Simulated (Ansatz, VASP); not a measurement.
CdSe: VASP beside Ansatz

POSCAR

```
CdSe
1.0
   -0.0118620864      3.0559188783      3.0559188783
    3.0559188783     -0.0118620864      3.0559188783
    3.0559188783      3.0559188783     -0.0118620864
Cd Se
1 1
Direct
   -0.0004212414     -0.0004212414     -0.0004212414
    0.2504212414      0.2504212414      0.2504212414
```

File INCAR.step1:

```
  ALGO = Normal
  EDIFF = 1E-4
  ENCUT = 520
  GGA = PE
  ISMEAR = 0
  LASPH = T
  LCHARG = F
  LREAL = F
  LWAVE = T
  NBANDS = 16
  NELM = 80
  PREC = Accurate
  SIGMA = 0.01
```

File INCAR.step2:

```
  ALGO = Normal
  EDIFF = 1E-6
  ENCUT = 520
  ISIF = 2
  ISMEAR = 0
  ISTART = 1
  LASPH = T
  LCHARG = T
  LELF = T
  LMIXTAU = T
  LREAL = F
  LVHAR = T
  LWAVE = F
  METAGGA = R2SCAN
  NBANDS = 16
  NELM = 80
  PREC = Accurate
  SIGMA = 0.01
```

The input KPOINTS:

```
k-points
0
Gamma
  8 8 8
```

Input for Ansatz:

```yaml
crystal:
  lattice:
    - [-0.0118620864, 3.0559188783, 3.0559188783]
    - [3.0559188783, -0.0118620864, 3.0559188783]
    - [3.0559188783, 3.0559188783, -0.0118620864]
  atoms:
    - { symbol: Cd, position: [-0.0004212414, -0.0004212414, -0.0004212414] }
    - { symbol: Se, position: [0.2504212414, 0.2504212414, 0.2504212414] }
kpoints:
  mp_grid: { grid: [8, 8, 8] }
  band_path:
    path:
      - [0.0, 0.0, 0.0]
      - [-0.5, -0.5, 0.0]
      - [-0.375, -0.375, 0.25]
      - [-0.375, 0.0, 0.375]
      - [0.0, 0.0, 0.5]
      - [-0.5, -0.25, 0.25]
    npoints: 1
hamiltonian:
  xc: r2scan
scf:
  occupations: { method: fixed }
  n_extra_bands: 4
output:
  forces: true
  stress: true
  eigenvalues: true
```

Change from the starting cell: shear_111 strain -0.6%.

Alike in both runs: task single point; functional r2SCAN; k mesh 8 × 8 × 8; no spin polarisation.

|  | VASP | Ansatz |
| --- | --- | --- |
| version | VASP 6.6.1 | Ansatz 0.2.0 |
| potentials or method | VASP PAW PBE potentials, release 64 (Cd, Se) | plane waves, PAW |
| plane-wave cutoff (eV) | 520 | 500 |
| occupations | gaussian, width 0.01 eV | fixed |
| valence electrons in the cell | 18 | 36 |

Ansatz gave:

| Item | Value |
| --- | --- |
| gap on the k mesh at the Fermi level (eV) | 1.03 |
| pressure (GPa) | 0.3 |
| traceless stress, the component that is largest in VASP (GPa) | 0.09 |

Question: Estimate VASP's values.

Answer: gap on the k mesh at the Fermi level (eV): 1.02; pressure (GPa): 0.5; traceless stress, the component that is largest in VASP (GPa): 0.09.

VASP's potentials were made for PBE, not for r2SCAN. VASP's potentials hold 18 valence electrons a cell and Ansatz's 36, so a difference there can come from the potentials and not from the codes.
